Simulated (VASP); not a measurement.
# ZrC (Fm-3m) in VASP: further runs, part 2 of 2

VASP 6.6.1. Earlier steps stand in the parts before.

## (4) Single point, LDA

Contents of INCAR:

```
  PREC = Accurate
  ENCUT = 520
  EDIFF = 1E-7
  ISMEAR = -1
  SIGMA = 0.05
  LREAL = F
  LASPH = T
  NELM = 100
  ALGO = Normal
  ISIF = 2
  LWAVE = F
  LCHARG = F
  NBANDS = 15
```

Contents of KPOINTS:

```
Automatic mesh
0
Gamma
  15 15 15
```

Contents of POSCAR:

```
ZrC
1.0
    0.0000000000      2.3209634383      2.3209634383
    2.3209634383      0.0000000000      2.3209634383
    2.3209634383      2.3209634383      0.0000000000
Zr C
1 1
Direct
    0.5000000000      0.5000000000      0.5000000000
    0.0000000000      0.0000000000      0.0000000000
```

Potentials or basis: VASP PAW LDA potentials, release 64 (Zr_sv, C).

On the command line:

```sh
cat potpaw_LDA.64/Zr_sv/POTCAR potpaw_LDA.64/C/POTCAR > POTCAR
mpirun -np 1 vasp_std > vasp.out
```

OUTCAR:

```text
PREC = Accurate
   ENCUT = 520
   EDIFF = 1E-7
   ISMEAR = -1
   LREAL = F
   LASPH = T
   NELM = 100
   ISIF = 2

 ion  position               nearest neighbor table
   1  0.500  0.500  0.500-   2 2.32   2 2.32   2 2.32   2 2.32   2 2.32   2 2.32
   2  0.000  0.000  0.000-   1 2.32   1 2.32   1 2.32   1 2.32   1 2.32   1 2.32

  LATTYP: Found a face centered cubic cell.
 ALAT       =     4.6419268766

  Lattice vectors:

 A1 = (   0.0000000000,   2.3209634383,   2.3209634383)
 A2 = (   2.3209634383,   0.0000000000,   2.3209634383)
 A3 = (   2.3209634383,   2.3209634383,   0.0000000000)

Analysis of symmetry for initial positions (statically):
=====================================================================
 Subroutine PRICEL returns:
 Original cell was already a primitive cell.

 Routine SETGRP: Setting up the symmetry group for a
 face centered cubic supercell.

 Subroutine GETGRP returns: Found 48 space group operations
 (whereof 48 operations were pure point group operations)
 out of a pool of 48 trial point group operations.

The static configuration has the point symmetry O_h .

Analysis of symmetry for dynamics (positions and initial velocities):
=====================================================================
 Subroutine PRICEL returns:
 Original cell was already a primitive cell.

 Routine SETGRP: Setting up the symmetry group for a
 face centered cubic supercell.

 Subroutine GETGRP returns: Found 48 space group operations
 (whereof 48 operations were pure point group operations)
 out of a pool of 48 trial point group operations.

The dynamic configuration has the point symmetry O_h .

 Subroutine INISYM returns: Found 48 space group operations
 (whereof 48 operations are pure point group operations),
 and found     1 'primitive' translations

----------------------------------------------------------------------------------------

                                     Primitive cell

  volume of cell :      25.0055

  direct lattice vectors                    reciprocal lattice vectors
     0.000000000  2.320963438  2.320963438    -0.215427780  0.215427780  0.215427780
     2.320963438  0.000000000  2.320963438     0.215427780 -0.215427780  0.215427780
     2.320963438  2.320963438  0.000000000     0.215427780  0.215427780 -0.215427780

  length of vectors
     3.282337972  3.282337972  3.282337972     0.373131860  0.373131860  0.373131860

  position of ions in fractional coordinates (direct lattice)
     0.500000000  0.500000000  0.500000000
     0.000000000  0.000000000  0.000000000

  ion indices of the primitive-cell ions
   primitive index   ion index
                 1           1
                 2           2

----------------------------------------------------------------------------------------

 KPOINTS: Automatic mesh

Automatic generation of k-mesh.
 Grid dimensions read from file:
 generate k-points for:   15   15   15

 Generating k-lattice:

  Cartesian coordinates                     Fractional coordinates (reciprocal lattice)
    -0.014361852  0.014361852  0.014361852     0.066666667  0.000000000  0.000000000
     0.014361852 -0.014361852  0.014361852     0.000000000  0.066666667  0.000000000
     0.014361852  0.014361852 -0.014361852     0.000000000  0.000000000  0.066666667

  Length of vectors
     0.024875457  0.024875457  0.024875457

  Shift w.r.t. Gamma in fractional coordinates (k-lattice)
     0.000000000  0.000000000  0.000000000

 Subroutine IBZKPT returns following result:
 ===========================================

 Found    120 irreducible k-points:

 Following reciprocal coordinates:
            Coordinates               Weight
  0.000000  0.000000  0.000000      1.000000
  0.066667  0.000000  0.000000      8.000000
  0.133333  0.000000  0.000000      8.000000
  0.200000  0.000000  0.000000      8.000000
  0.266667  0.000000  0.000000      8.000000
  0.333333  0.000000  0.000000      8.000000
[... 16 lines left out ...]
  0.133333  0.133333  0.000000      6.000000
  0.200000  0.133333  0.000000     24.000000
 [... further k-points ...]
   k-points           NKPTS =    120   k-points in BZ     NKDIM =    120   number of bands    NBANDS=     15
   number of dos      NEDOS =    301   number of ions     NIONS =      2
   total plane-waves  NPLWV =  13824
   dimension x,y,z NGX =    24 NGY =   24 NGZ =   24
   dimension x,y,z NGXF=    48 NGYF=   48 NGZF=   48
   ions per type =               1   1
   NGX,Y,Z   is equivalent  to a cutoff of  12.16, 12.16, 12.16 a.u.
   NGXF,Y,Z  is equivalent  to a cutoff of  24.31, 24.31, 24.31 a.u.
 SYSTEM =  unknown system
   PREC   = accura    normal or accurate (medium, high low for compatibility)
   ISTART =      0    job   : 0-new  1-cont  2-samecut
   ICHARG =      2    charge: 1-file 2-atom 10-const
   ISPIN  =      1    spin polarized calculation?
   LNONCOLLINEAR =      F non collinear calculations
   LSORBIT =      F    spin-orbit coupling
   LASPH  =      T    aspherical Exc in radial PAW
   ENCUT  =  520.0 eV  38.22 Ry    6.18 a.u.   6.10  6.10  6.10*2*pi/ulx,y,z
   NELM   =    100;   NELMIN=  2; NELMDL= -5     # of ELM steps
   EDIFF  = 0.1E-06   stopping-criterion for ELM
   LREAL  =      F    real-space projection
   EDIFFG = 0.1E-05   stopping-criterion for IOM
   NSW    =      0    number of steps for IOM
   IBRION =     -1    ionic relax: 0-MD 1-quasi-New 2-CG
   NFREE  =      0    steps in history (QN), initial steepest desc. (CG)
   ISIF   =      2    stress and relaxation
   ISYM   =      2    0-nonsym 1-usesym 2-fastsym
   POTIM  = 0.5000    time-step for ionic-motion
   TEBEG  =    0.0;   TEEND  =   0.0 temperature during run
   PSTRESS=    0.0 pullay stress
   NELECT =      16.0000    total number of electrons
   NUPDOWN=      -1.0000    fix difference up-down
   EMIN   =  10.00;   EMAX   =-10.00  energy-range for DOS
   EFERMI =   0.00;   METHOD = LEGACY
   ISMEAR =    -1;   SIGMA  =   0.05  broadening in eV -4-tet -1-fermi 0-gaus
   EFERMI_NEDOS =   21; number of points for ismear=-14 and -15
   IALGO  =     38    algorithm
   IMIX   =      4    mixing-type and parameters
     AMIX     =   0.40;   BMIX     =  1.00
     AMIX_MAG =   1.60;   BMIX_MAG =  1.00
  volume/ion in A,a.u.               =      12.50        84.37
  Fermi-wavevector in a.u.,A,eV,Ry     =   1.410706  2.665848 27.076839  1.990092
  Thomas-Fermi vector in A             =   2.532632
   LORBIT       =      0    0 simple, 1 ext, 2 COOP (PROOUT), +10 PAW based schemes
   GGA     = CA    functional components
   LHFCALC =     F    Hartree Fock is set to
   AEXX    =    0.0000 exact exchange contribution
   IVDW    =     0    specifies the selected vdW correction
   LEPSILON=     F    determine dielectric tensor
   LRPA    =     F    only Hartree local field effects (RPA)
 non-spin polarized calculation
  energy-cutoff  :      520.00
  volume of cell :       25.01
 maximum number of plane-waves:       688
   NGX = 13   NGY = 13   NGZ = 13

 number of electron      16.0000000 magnetization

 Free energy of the ion-electron system (eV)
  ---------------------------------------------------
  ext. energy  EPLUGINS =         0.00000000
  ---------------------------------------------------
  free energy    TOTEN  =       -21.27914719 eV

  energy without entropy =      -21.27676959  energy(sigma->0) =      -21.27795839

 E-fermi :   9.8832     XC(G=0): -12.5421

 val. band max:        9.8523765001   @ k =   0.3333   0.2667   0.0000
 cond. band min:       9.9087075560   @ k =   0.4000   0.3333   0.0000
 fundamental gap:      0.0563310558
 Fermi energy:         9.8831802423

 k-point     1 :       0.0000    0.0000    0.0000
  band No.  band energies     occupation
      1     -37.7744      2.00000
      2     -15.6060      2.00000
      3     -15.6060      2.00000
      4     -15.6060      2.00000
      5      -1.3909      2.00000
      6      10.8401      0.00000
      7      10.8401      0.00000
      8      10.8401      0.00000
      9      10.9367      0.00000
     10      10.9367      0.00000
     11      10.9367      0.00000
     12      12.7942      0.00000
     13      12.7942      0.00000
     14      17.7194      0.00000
     15      20.4172      0.00000
[... 397 lines left out ...]
 k-point    24 :       0.2000    0.1333    0.0000
  band No.  band energies     occupation
      1     -37.7308      2.00000
      2     -15.8908      2.00000
      3     -15.6883      2.00000
      4     -15.6775      2.00000
      5      -0.5500      2.00000
      6       7.4718      2.00000
      7       9.1396      2.00000
      8       9.4125      1.99984
      9      10.4027      0.00006
     10      12.9053      0.00000
     11      13.3106      0.00000
     12      13.9856      0.00000
     13      16.0775      0.00000
     14      19.6921      0.00000
     15      22.7057      0.00000

 [... further k-points ...]
[... 5 lines left out ...]
  --------------------------------------------------------------------------------------
  -------------------------------------------------------------------------------------
  Total        0.0902318      0.0902318      0.0902318      0.0000000      0.0000000     -0.0000000
  in kB        5.7814336      5.7814336      5.7814336      0.0000000      0.0000000     -0.0000000
  external PRESSURE =       5.7814336 kB  Pullay stress =       0.0000000 kB

 VOLUME and BASIS-vectors are now :
 -----------------------------------------------------------------------------
  energy-cutoff  :      520.00
  volume of cell :       25.01
      direct lattice vectors                 reciprocal lattice vectors
     0.000000000  2.320963438  2.320963438    -0.215427780  0.215427780  0.215427780
     2.320963438  0.000000000  2.320963438     0.215427780 -0.215427780  0.215427780
     2.320963438  2.320963438  0.000000000     0.215427780  0.215427780 -0.215427780

 POSITION                                       TOTAL-FORCE (eV/Angst)
 -----------------------------------------------------------------------------------
      2.32096      2.32096      2.32096         0.000000      0.000000     -0.000000
      0.00000      0.00000      0.00000         0.000000     -0.000000      0.000000
 -----------------------------------------------------------------------------------
    total drift:                                0.000000     -0.000000      0.000000

  FREE ENERGIE OF THE ION-ELECTRON SYSTEM (eV)
  ---------------------------------------------------
  free  energy   TOTEN  =       -21.2791471928 eV

  energy  without entropy=      -21.2767695870  energy(sigma->0) =      -21.27795839
```

OSZICAR:

```text
N       E                     dE             d eps       ncg     rms          rms(c)
DAV:   1     0.100765678689E+03    0.10077E+03   -0.86236E+03  3600   0.108E+03
DAV:   2    -0.186135294072E+02   -0.11938E+03   -0.11154E+03  4475   0.290E+02
DAV:   3    -0.245164568425E+02   -0.59029E+01   -0.58625E+01  5720   0.561E+01
DAV:   4    -0.247089591448E+02   -0.19250E+00   -0.19243E+00  4462   0.668E+00
DAV:   5    -0.247106464981E+02   -0.16874E-02   -0.16873E-02  4739   0.628E-01    0.221E+01
DAV:   6    -0.214201052639E+02    0.32905E+01   -0.61771E+00  4251   0.227E+01    0.787E+00
DAV:   7    -0.213053576850E+02    0.11475E+00   -0.67654E-01  4159   0.622E+00    0.695E+00
DAV:   8    -0.213245829608E+02   -0.19225E-01   -0.37056E-01  4454   0.413E+00    0.563E+00
DAV:   9    -0.212799940292E+02    0.44589E-01   -0.75972E-02  3929   0.176E+00    0.823E-01
DAV:  10    -0.212791640333E+02    0.83000E-03   -0.59359E-03  4706   0.643E-01    0.186E-01
DAV:  11    -0.212791522840E+02    0.11749E-04   -0.20882E-04  4034   0.141E-01    0.362E-02
DAV:  12    -0.212791480375E+02    0.42466E-05   -0.39716E-06  4640   0.171E-02    0.945E-03
DAV:  13    -0.212791472134E+02    0.82406E-06   -0.19534E-06  4356   0.881E-03    0.301E-03
DAV:  14    -0.212791471928E+02    0.20589E-07   -0.90112E-08  3234   0.200E-03
   1 F= -.21279147E+02 E0= -.21277958E+02  d E =-.237761E-02
```

Run time: 12 s. Hardware: 1 thread of Intel Xeon 6975P-C (Granite Rapids), shared host; peak memory 0.15 GiB.

What came out:

```yaml
Free_energy: -21.2791 eV
Pressure: 0.6 GPa
Band_gap_on_the_k_mesh: zero (band 8 reaches 10.84 eV, above the bottom of band 9 at 9.52 eV)
```

Levels at points of the mesh, in eV from the Fermi level:
| k point | band 4 | band 5 | band 6 | band 7 | band 8 | band 9 | band 10 | band 11 | band 12 | band 13 |
| --- | --- | --- | --- | --- | --- | --- | --- | --- | --- | --- |
| (0.00, 0.00, 0.00) | -25.49 | -11.27 | 0.96 | 0.96 | 0.96 | 1.05 | 1.05 | 1.05 | 2.91 | 2.91 |

## (5) Relaxation of cell and atoms, LDA

Contents of INCAR:

```
SYSTEM = ZrC
PREC = Accurate ; ENCUT = 600
EDIFF = 1E-6 ; ISMEAR = -1
SIGMA = 0.05 ; LREAL = .FALSE.
LASPH = .TRUE. ; NELM = 80
ALGO = Normal ; ISIF = 3
LWAVE = .FALSE. ; LCHARG = .FALSE.
GGA = CA ; IBRION = 2
NSW = 32 ; EDIFFG = -0.005
```

Contents of KPOINTS:

```
Automatic mesh
0
G
  15 15 15
  0 0 0
```

Contents of POSCAR:

```
ZrC
1.0
    0.0000000000      2.3207235877      2.3207235877
    2.3207235877      0.0000000000      2.3207235877
    2.3207235877      2.3207235877      0.0000000000
Zr C
1 1
Direct
    0.5000000000      0.5000000000      0.5000000000
    0.0000000000      0.0000000000      0.0000000000
```

On the command line:

```sh
cat potpaw_LDA.64/Zr_sv/POTCAR potpaw_LDA.64/C/POTCAR > POTCAR
mpirun -np 1 vasp_std > vasp.out
```

It took 36 s on 1 thread of Intel Xeon 6975P-C (Granite Rapids), shared host; peak memory 0.18 GiB.

The run converged. Its results:

```yaml
Free_energy: -21.2803 eV
Relaxed_volume: 12.53 Å³/atom
Relaxed_cell: a = 3.284 Å, b = 3.284 Å, c = 3.284 Å, α = 60.00°, β = 60.00°, γ = 60.00°
Space_group_after_relaxing_to_0.05_Å: Fm-3m (No. 225)
Energy_gained_by_relaxing: 0.0 meV/atom
Ionic_steps: 3
Pressure_after_relaxing: 0.0 GPa
Band_gap_on_the_k_mesh: zero (band 8 reaches 10.82 eV, above the bottom of band 9 at 9.50 eV)
```

Final structure:
```cif
data_structure
_symmetry_space_group_name_H-M 'P 1'
_symmetry_Int_Tables_number 1
_cell_length_a 3.2844
_cell_length_b 3.2844
_cell_length_c 3.2844
_cell_angle_alpha 60.000
_cell_angle_beta 60.000
_cell_angle_gamma 60.000
_cell_volume 25.05
loop_
_atom_site_label
_atom_site_type_symbol
_atom_site_fract_x
_atom_site_fract_y
_atom_site_fract_z
_atom_site_occupancy
Zr1 Zr 0.50000 0.50000 0.50000 1
C1 C 0.00000 0.00000 0.00000 1
```

Levels at points of the mesh, in eV from the Fermi level:
| k point | band 6 | band 7 | band 8 | band 9 | band 10 | band 11 |
| --- | --- | --- | --- | --- | --- | --- |
| (0.00, 0.00, 0.00) | 0.96 | 0.96 | 0.96 | 1.05 | 1.05 | 1.05 |
